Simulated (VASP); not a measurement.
# Os2C (P6/mmm) in VASP: a series of runs

The runs below take Os2C through single point, relaxation of cell and atoms, with r2SCAN.

All numbers are computed with VASP 6.6.1; they aren't measurements. Logs are shortened: lines on timing, memory, paths and dates and some standing lists are left out, and cuts for length are marked.

**1. The cell of the first run**

The structure is hexagonal, space group P6/mmm (No. 191). The conventional cell has a = 3.249 Å, b = 3.249 Å, c = 3.508 Å, α = 90.00°, β = 90.00°, γ = 120.00°. Os (site symmetry -6m2) has 3 Os at 1.88 Å and 6 C at 2.57 Å within 2.6 Å. C (site symmetry 6/mmm) has 12 Os at 2.57 Å and 8 C at 3.25 to 3.51 Å within 3.6 Å.

**2. Single point, r2SCAN**

Input file POSCAR:

```
Os2C
1.0
    3.2487742240      0.0000000000      0.0000000000
   -1.6243871120      2.8135210091      0.0000000000
    0.0000000000      0.0000000000      3.5078127003
Os C
2 1
Direct
    0.3333333333      0.6666666667      0.5000000000
    0.6666666667      0.3333333333      0.5000000000
    0.0000000000      0.0000000000      0.0000000000
```

Input file INCAR.step1:

```
SYSTEM = Os2C
  ALGO = Normal
  EDIFF = 1E-4
  ENCUT = 520
  GGA = PE
  ISMEAR = 0
  LASPH = .True.
  LCHARG = .False.
  LREAL = .False.
  LWAVE = .True.
  NBANDS = 17
  NELM = 80
  PREC = Accurate
  SIGMA = 0.1
```

Input file INCAR.step2:

```
SYSTEM = Os2C
  ALGO = Normal
  EDIFF = 1E-6
  ENCUT = 520
  ISIF = 2
  ISMEAR = 0
  ISTART = 1
  LASPH = .True.
  LCHARG = .False.
  LMIXTAU = .True.
  LREAL = .False.
  LWAVE = .False.
  METAGGA = R2SCAN
  NBANDS = 17
  NELM = 80
  PREC = Accurate
  SIGMA = 0.1
```

Input file KPOINTS:

```
k-points
0
Gamma
  6 6 6
  0 0 0
```

Potentials or basis: VASP PAW PBE potentials, release 64 (Os, C).

On the command line:

```sh
cat potpaw_PBE.64/Os/POTCAR potpaw_PBE.64/C/POTCAR > POTCAR
cp INCAR.step1 INCAR
mpirun -np 1 vasp_std > vasp.out
cp INCAR.step2 INCAR
mpirun -np 1 vasp_std > vasp.out
```

OUTCAR:

```text
SYSTEM = Os2C
   EDIFF = 1E-6
   ENCUT = 520
   ISIF = 2
   ISMEAR = 0
   ISTART = 1
   LASPH = .True.
   LREAL = .False.
   METAGGA = R2SCAN
   NELM = 80
   PREC = Accurate

 ion  position               nearest neighbor table
   1  0.333  0.667  0.500-   2 1.88   2 1.88   2 1.88   3 2.57   3 2.57   3 2.57   3 2.57   3 2.57
                             3 2.57
   2  0.667  0.333  0.500-   1 1.88   1 1.88   1 1.88   3 2.57   3 2.57   3 2.57   3 2.57   3 2.57
                             3 2.57
   3  0.000  0.000  0.000-   1 2.57   2 2.57   1 2.57   2 2.57   1 2.57   1 2.57   2 2.57   2 2.57
                             2 2.57   2 2.57   1 2.57   1 2.57

  LATTYP: Found a hexagonal cell.
 ALAT       =     3.2487742240
 C/A-ratio  =     1.0797342193

  Lattice vectors:

 A1 = (   3.2487742240,   0.0000000000,   0.0000000000)
 A2 = (  -1.6243871120,   2.8135210091,   0.0000000000)
 A3 = (   0.0000000000,   0.0000000000,   3.5078127003)

Analysis of symmetry for initial positions (statically):
=====================================================================
 Subroutine PRICEL returns:
 Original cell was already a primitive cell.

 Routine SETGRP: Setting up the symmetry group for a
 hexagonal supercell.

 Subroutine GETGRP returns: Found 24 space group operations
 (whereof 24 operations were pure point group operations)
 out of a pool of 24 trial point group operations.

The static configuration has the point symmetry D_6h.

Analysis of symmetry for dynamics (positions and initial velocities):
=====================================================================
 Subroutine PRICEL returns:
 Original cell was already a primitive cell.

 Routine SETGRP: Setting up the symmetry group for a
 hexagonal supercell.

 Subroutine GETGRP returns: Found 24 space group operations
 (whereof 24 operations were pure point group operations)
 out of a pool of 24 trial point group operations.

The dynamic configuration has the point symmetry D_6h.

 Subroutine INISYM returns: Found 24 space group operations
 (whereof 24 operations are pure point group operations),
 and found     1 'primitive' translations

----------------------------------------------------------------------------------------

                                     Primitive cell

  volume of cell :      32.0631

  direct lattice vectors                    reciprocal lattice vectors
     3.248774224  0.000000000  0.000000000     0.307808401  0.177713263  0.000000000
    -1.624387112  2.813521009  0.000000000     0.000000000  0.355426527  0.000000000
     0.000000000  0.000000000  3.507812700     0.000000000  0.000000000  0.285077935

  length of vectors
     3.248774224  3.248774224  3.507812700     0.355426527  0.355426527  0.285077935

  position of ions in fractional coordinates (direct lattice)
     0.333333333  0.666666667  0.500000000
     0.666666667  0.333333333  0.500000000
     0.000000000  0.000000000  0.000000000

  ion indices of the primitive-cell ions
   primitive index   ion index
                 1           1
                 2           2
                 3           3

----------------------------------------------------------------------------------------

 KPOINTS: k-points

Automatic generation of k-mesh.
 Grid dimensions read from file:
 generate k-points for:    6    6    6

 Generating k-lattice:

  Cartesian coordinates                     Fractional coordinates (reciprocal lattice)
     0.051301400  0.029618877  0.000000000     0.166666667 -0.000000000  0.000000000
     0.000000000  0.059237754  0.000000000     0.000000000  0.166666667  0.000000000
     0.000000000  0.000000000  0.047512989     0.000000000  0.000000000  0.166666667

  Length of vectors
     0.059237754  0.059237754  0.047512989

  Shift w.r.t. Gamma in fractional coordinates (k-lattice)
     0.000000000  0.000000000  0.000000000

 Subroutine IBZKPT returns following result:
 ===========================================

 Found     28 irreducible k-points:

 Following reciprocal coordinates:
            Coordinates               Weight
[... 44 lines left out ...]

 val. band max:       10.8793721446   @ k =   0.1667   0.1667   0.3333
 cond. band min:      10.8865948530   @ k =   0.1667   0.1667   0.5000
 fundamental gap:      0.0072227084
 Fermi energy:        10.8823812033

 k-point     1 :       0.0000    0.0000    0.0000
  band No.  band energies     occupation
      1      -4.3575      2.00000
      2       0.8094      2.00000
      3       3.1101      2.00000
      4       3.1101      2.00000
      5       4.5185      2.00000
      6       4.5185      2.00000
[... 9 lines left out ...]
     16      20.8498      0.00000
     17      21.8811      0.00000

 k-point     2 :       0.1667    0.0000    0.0000
  band No.  band energies     occupation
      1      -3.7993      2.00000
      2       1.2676      2.00000
      3       2.3062      2.00000
      4       2.6848      2.00000
      5       3.0542      2.00000
      6       3.0847      2.00000
[... 9 lines left out ...]
     16      22.5240      0.00000
     17      22.9277      0.00000

 k-point     3 :       0.3333    0.0000    0.0000
  band No.  band energies     occupation
      1      -3.0603      2.00000
      2       0.1122      2.00000
      3       1.2648      2.00000
      4       1.9932      2.00000
      5       2.2855      2.00000
      6       3.1842      2.00000
[... 9 lines left out ...]
     16      22.2893      0.00000
     17      23.0628      0.00000

 k-point     4 :       0.5000    0.0000    0.0000
  band No.  band energies     occupation
      1      -3.3499      2.00000
      2       0.5588      2.00000
      3       1.2429      2.00000
      4       1.7000      2.00000
      5       1.8159      2.00000
      6       2.3608      2.00000
[... 9 lines left out ...]
     16      21.4668      0.00000
     17      24.0744      0.00000
[... 343 lines left out ...]
      1      -1.7542      2.00000
      2      -0.7553      2.00000
      3       2.6286      2.00000
      4       2.6286      2.00000
      5       4.4950      2.00000
      6       5.2091      2.00000
[... 9 lines left out ...]
     16      17.5501      0.00000
     17      25.8258      0.00000

 k-point    23 :       0.1667    0.0000    0.5000
  band No.  band energies     occupation
      1      -1.7855      2.00000
      2       0.2950      2.00000
      3       1.9337      2.00000
      4       1.9700      2.00000
      5       2.5084      2.00000
      6       3.3899      2.00000
[... 9 lines left out ...]
     16      19.2214      0.00000
     17      23.1853      0.00000

 k-point    24 :       0.3333    0.0000    0.5000
  band No.  band energies     occupation
      1      -2.1081      2.00000
      2      -1.0730      2.00000
      3       0.9747      2.00000
      4       1.4067      2.00000
      5       3.1296      2.00000
      6       3.3186      2.00000
[... 9 lines left out ...]
     16      19.1580      0.00000
     17      22.9412      0.00000

 [... further k-points ...]

------------------------ aborting loop because EDIFF is reached ----------------------------------------

  FORCE on cell =-STRESS in cart. coord.  units (eV):
  Direction    XX          YY          ZZ          XY          YZ          ZX
  --------------------------------------------------------------------------------------
  -------------------------------------------------------------------------------------
  Total       77.9187031     77.9187031     -0.6404528     -0.0000000      0.0000000      0.0000000
  in kB     3893.5540556   3893.5540555    -32.0030698     -0.0000000      0.0000000      0.0000000
  external PRESSURE =    2585.0350138 kB  Pullay stress =       0.0000000 kB

 VOLUME and BASIS-vectors are now :
 -----------------------------------------------------------------------------
  energy-cutoff  :      520.00
  volume of cell :       32.06
      direct lattice vectors                 reciprocal lattice vectors
     3.248774224  0.000000000  0.000000000     0.307808401  0.177713263  0.000000000
    -1.624387112  2.813521009  0.000000000     0.000000000  0.355426527  0.000000000
     0.000000000  0.000000000  3.507812700     0.000000000  0.000000000  0.285077935

 POSITION                                       TOTAL-FORCE (eV/Angst)
 -----------------------------------------------------------------------------------
     -0.00000      1.87568      1.75391        -0.000000      0.000000      0.000000
      1.62439      0.93784      1.75391         0.000000     -0.000000     -0.000000
      0.00000      0.00000      0.00000         0.000000      0.000000      0.000000
 -----------------------------------------------------------------------------------
    total drift:                                0.000000     -0.000000      0.000000

  FREE ENERGIE OF THE ION-ELECTRON SYSTEM (eV)
  ---------------------------------------------------
  free  energy   TOTEN  =       -92.7080546457 eV

  energy  without entropy=      -92.7000063596  energy(sigma->0) =      -92.70403050
```

Run time: 31 s. Hardware: 1 thread of AMD EPYC 9R45 (Zen 5), shared host; peak memory 0.13 GiB.

What came out:

- Free energy: -92.7081 eV
- Pressure: 258.5 GPa
- Band gap on the k mesh: zero (bands 10 and 11 overlap by 2.90 eV)

Stress tensor (GPa, compression positive):
```
389.36   0.00   0.00
  0.00 389.36   0.00
  0.00   0.00  -3.20
```

Caveat: the k points lie up to 0.37 Å⁻¹ apart, too coarse for converged energies and pressures of a metal; atoms lie so close that the PAW spheres overlap strongly, which falsifies energies and pressures; the PAW data sets were made with another functional, which shifts forces and pressure a little; spin-orbit coupling is left out, which moves the levels of the heavy elements.

**3. Single point, r2SCAN**

This run uses another cell than the first one, of 13.29 Å³/atom.

Input file POSCAR:

```
Os2C
1.0
    4.1470150175      0.0000000000      0.0000000000
   -2.0735075087      3.5914203550      0.0000000000
    0.0000000000      0.0000000000      2.6768943679
Os C
2 1
Direct
    0.3333333333      0.6666666667      0.5000000000
    0.6666666667      0.3333333333      0.5000000000
    0.0000000000      0.0000000000      0.0000000000
```

Input file INCAR.step1:

```
SYSTEM = Os2C
PREC = Accurate
ENCUT = 520
ISMEAR = 0
SIGMA = 0.1
LREAL = .FALSE.
LASPH = .TRUE.
NELM = 100
NBANDS = 17
GGA = PE
ALGO = Normal
EDIFF = 1E-4
LWAVE = .TRUE.
LCHARG = .FALSE.
```

Input file INCAR.step2:

```
SYSTEM = Os2C
PREC = Accurate
ENCUT = 520
EDIFF = 1E-6
ISMEAR = 0
SIGMA = 0.1
LREAL = .FALSE.
LASPH = .TRUE.
NELM = 100
ALGO = Normal
ISIF = 2
LWAVE = .FALSE.
LCHARG = .TRUE.
METAGGA = R2SCAN
LMIXTAU = .TRUE.
LELF = .TRUE.
LVHAR = .TRUE.
NBANDS = 17
ISTART = 1
```

Input file KPOINTS:

```
regular mesh
0
G
  6 6 6
  0 0 0
```

Potentials or basis: VASP PAW PBE potentials, release 64 (Os, C).

On the command line:

```sh
cat potpaw_PBE.64/Os/POTCAR potpaw_PBE.64/C/POTCAR > POTCAR
cp INCAR.step1 INCAR
mpirun -np 1 vasp_std > vasp.out
cp INCAR.step2 INCAR
mpirun -np 1 vasp_std > vasp.out
```

It took 38 s on 1 thread of AMD EPYC 9R45 (Zen 5), shared host; peak memory 0.14 GiB.

Results (log left out):

| Quantity | Value |
| --- | --- |
| Free energy | -108.6497 eV |
| Pressure | 0.3 GPa |
| Band gap on the k mesh | zero (bands 10 and 11 overlap by 1.69 eV) |

Stress tensor (GPa, compression positive):
```
0.12 0.00 0.00
0.00 0.12 0.00
0.00 0.00 0.76
```

Levels at points of the mesh, in eV from the Fermi level:
```
           k point  band 8  band 9  band 10  band 11  band 12  band 13
(0.00, 0.00, 0.00)   -2.79   -1.46    -1.46     1.52     1.52     2.22
(0.50, 0.00, 0.00)   -1.85   -1.59     0.77     0.82     0.89     2.10
(0.00, 0.00, 0.50)   -2.44   -2.36    -2.36     0.18     2.97     2.97
(0.50, 0.00, 0.50)   -2.98   -0.51     0.83     1.54     1.84     3.23
```

Caveat: the k points lie up to 0.39 Å⁻¹ apart, too coarse for converged energies and pressures of a metal; the PAW data sets were made with another functional, which shifts forces and pressure a little; spin-orbit coupling is left out, which moves the levels of the heavy elements.

**4. Relaxation of cell and atoms, r2SCAN**

Input file POSCAR:

```
Os2C
1.0
    3.2487742240      0.0000000000      0.0000000000
   -1.6243871120      2.8135210091      0.0000000000
    0.0000000000      0.0000000000      3.5078127003
Os C
2 1
Direct
    0.3333333333      0.6666666667      0.5000000000
    0.6666666667      0.3333333333      0.5000000000
    0.0000000000      0.0000000000      0.0000000000
```

Input file INCAR.step1:

```
SYSTEM = Os2C
PREC     = Accurate       ! precision mode
ENCUT    = 600            ! plane-wave cutoff, eV
ISMEAR   = 0              ! smearing method
SIGMA    = 0.1            ! smearing width, eV
LREAL    = .FALSE.        ! projectors in reciprocal space
LASPH    = .TRUE.         ! aspherical terms in the spheres
NELM     = 60             ! most SCF steps
GGA      = PE             ! functional
ALGO     = Normal         ! electronic algorithm
EDIFF    = 1E-4           ! SCF threshold, eV
LWAVE    = .TRUE.         ! write WAVECAR
LCHARG   = .FALSE.        ! write CHGCAR
```

Input file INCAR.step2:

```
SYSTEM = Os2C
PREC     = Accurate       ! precision mode
ENCUT    = 600            ! plane-wave cutoff, eV
EDIFF    = 1E-6           ! SCF threshold, eV
ISMEAR   = 0              ! smearing method
SIGMA    = 0.1            ! smearing width, eV
LREAL    = .FALSE.        ! projectors in reciprocal space
LASPH    = .TRUE.         ! aspherical terms in the spheres
NELM     = 60             ! most SCF steps
ALGO     = Normal         ! electronic algorithm
ISIF     = 3              ! what is computed and relaxed
LWAVE    = .FALSE.        ! write WAVECAR
LCHARG   = .FALSE.        ! write CHGCAR
METAGGA  = R2SCAN         ! meta-GGA
LMIXTAU  = .TRUE.       
IBRION   = 2              ! ionic algorithm
NSW      = 90             ! ionic steps
EDIFFG   = -0.04          ! ionic threshold
ISTART   = 1
```

KPOINTS is that of step 3.

On the command line:

```sh
cat potpaw_PBE.64/Os/POTCAR potpaw_PBE.64/C/POTCAR > POTCAR
cp INCAR.step1 INCAR
mpirun -np 1 vasp_std > vasp.out
cp INCAR.step2 INCAR
mpirun -np 1 vasp_std > vasp.out
```

Run time: 14 min. Hardware: 1 thread of AMD EPYC 9R45 (Zen 5), shared host; peak memory 0.16 GiB.

Results (log left out):

| Property | Result |
| --- | --- |
| Free energy | -108.6346 eV |
| Relaxed volume | 13.29 Å³/atom |
| Relaxed cell | a = 4.144 Å, b = 4.144 Å, c = 2.682 Å, α = 90.00°, β = 90.00°, γ = 120.00° |
| Space group after relaxing (to 0.1 Å) | P6/mmm (No. 191) |
| Pressure after relaxing | 0.0 GPa |
| Band gap on the k mesh | zero (bands 10 and 11 overlap by 1.71 eV) |

Stress tensor (GPa, compression positive):
```
-0.09  0.00  0.00
 0.00 -0.09  0.00
 0.00  0.00  0.04
```

Final structure:
```cif
data_structure
_symmetry_space_group_name_H-M 'P 1'
_symmetry_Int_Tables_number 1
_cell_length_a 4.1439
_cell_length_b 4.1439
_cell_length_c 2.6820
_cell_angle_alpha 90.000
_cell_angle_beta 90.000
_cell_angle_gamma 120.000
_cell_volume 39.88
loop_
_atom_site_label
_atom_site_type_symbol
_atom_site_fract_x
_atom_site_fract_y
_atom_site_fract_z
_atom_site_occupancy
Os1 Os 0.33333 0.66667 0.50000 1
Os2 Os 0.66667 0.33333 0.50000 1
C1 C 0.00000 0.00000 0.00000 1
```

Levels at points of the mesh, in eV from the Fermi level:
| k point | band 8 | band 9 | band 10 | band 11 | band 12 | band 13 |
| --- | --- | --- | --- | --- | --- | --- |
| (0.00, 0.00, 0.00) | -2.79 | -1.49 | -1.49 | 1.51 | 1.51 | 2.18 |
| (0.50, 0.00, 0.00) | -1.88 | -1.63 | 0.75 | 0.83 | 0.91 | 2.09 |
| (0.00, 0.00, 0.50) | -2.45 | -2.37 | -2.37 | 0.18 | 2.99 | 2.99 |
| (0.50, 0.00, 0.50) | -2.97 | -0.49 | 0.85 | 1.55 | 1.86 | 3.23 |

Caveat: the k points lie up to 0.39 Å⁻¹ apart in the final cell, too coarse for converged energies and pressures of a metal; the volume moved by over 15 % at a fixed basis, so the end points are rough; the PAW data sets were made with another functional, which shifts forces and pressure a little; spin-orbit coupling is left out, which moves the levels of the heavy elements.

**5. Single point, r2SCAN**

This run uses another cell than the first one, of 13.31 Å³/atom.

Input file POSCAR:

```
Os2C
1.0
    4.1612544019      0.0000000000      0.0000000000
   -2.0806272009      3.6037520236      0.0000000000
    0.0000000000      0.0000000000      2.6620226222
Os C
2 1
Direct
    0.3333333333      0.6666666667      0.5000000000
    0.6666666667      0.3333333333      0.5000000000
    0.0000000000      0.0000000000      0.0000000000
```

Input file INCAR.step1:

```
PREC = Accurate
ENCUT = 520
ISMEAR = 0
SIGMA = 0.1
LREAL = False
LASPH = True
NELM = 80
NBANDS = 17
GGA = PE
ALGO = Normal
EDIFF = 1E-4
LWAVE = True
LCHARG = False
```

Input file INCAR.step2:

```
PREC = Accurate
ENCUT = 520
EDIFF = 1E-6
ISMEAR = 0
SIGMA = 0.1
LREAL = False
LASPH = True
NELM = 80
ALGO = Normal
ISIF = 2
LWAVE = False
LCHARG = False
METAGGA = R2SCAN
LMIXTAU = True
NBANDS = 17
ISTART = 1
```

Input file KPOINTS:

```
regular mesh
0
Gamma
  12 12 18
```

On the command line:

```sh
cat potpaw_PBE.64/Os/POTCAR potpaw_PBE.64/C/POTCAR > POTCAR
cp INCAR.step1 INCAR
mpirun -np 1 vasp_std > vasp.out
cp INCAR.step2 INCAR
mpirun -np 1 vasp_std > vasp.out
```

Run time: 4.2 min. Hardware: 1 thread of AMD EPYC 9R45 (Zen 5), shared host; peak memory 0.23 GiB.

Results (log left out):

```
Free energy            : -108.6704 eV
Pressure               : 0.3 GPa
Band gap on the k mesh : zero (bands 10 and 11 overlap by 1.86 eV)
```

Stress tensor (GPa, compression positive):
```
0.08 0.00 0.00
0.00 0.08 0.00
0.00 0.00 0.78
```

Levels at points of the mesh, in eV from the Fermi level:
```tsv
k point	band 7	band 8	band 9	band 10	band 11	band 12	band 13	band 14
(0.00, 0.00, 0.00)	-3.24	-2.84	-1.32	-1.32	1.60	1.60	2.29	3.04
(0.50, 0.00, 0.00)	-2.64	-1.70	-1.45	0.77	0.83	0.86	2.16	3.17
(0.00, 0.00, 0.50)	-2.43	-2.43	-2.33	-2.33	0.17	2.93	2.93	3.06
(0.50, 0.00, 0.50)	-3.57	-3.00	-0.55	0.81	1.52	1.82	3.20	3.53
```

Caveat: the PAW data sets were made with another functional, which shifts forces and pressure a little; spin-orbit coupling is left out, which moves the levels of the heavy elements.

**6. The runs side by side**

| task | cell | k mesh | cutoff (eV) | gap on the mesh (eV) | pressure (GPa) |
| --- | --- | --- | --- | --- | --- |
| single point | a = 3.249, b = 3.249, c = 3.508 Å, angles 90.0, 90.0, 120.0°, 3 atoms | 6 × 6 × 6 | 520 | none | 258.5 |
| single point | a = 4.147, b = 4.147, c = 2.677 Å, angles 90.0, 90.0, 120.0°, 3 atoms | 6 × 6 × 6 | 520 | none | 0.3 |
| relaxation of cell and atoms | relaxed from a = 3.249, b = 3.249, c = 3.508 Å, angles 90.0, 90.0, 120.0°, 3 atoms | 6 × 6 × 6 | 600 | none | 0.0 |
| single point | a = 4.161, b = 4.161, c = 2.662 Å, angles 90.0, 90.0, 120.0°, 3 atoms | 12 × 12 × 18 | 520 | none | 0.3 |

Alike in all rows: level r2SCAN; potentials or basis VASP PAW PBE potentials, release 64 (Os, C); no spin polarisation; smearing gaussian 0.1 eV.

Caveats: some runs use coarse meshes; the PAW data sets were made with another functional, which shifts forces and pressure a little; spin-orbit coupling is left out, which moves the levels of the heavy elements; atoms lie so close that the PAW spheres overlap strongly, which falsifies energies and pressures (at least some runs); the volume moved by over 15 % at a fixed basis, so the end points are rough (at least some runs).

Absolute energies hang on the potentials; compare differences alone.
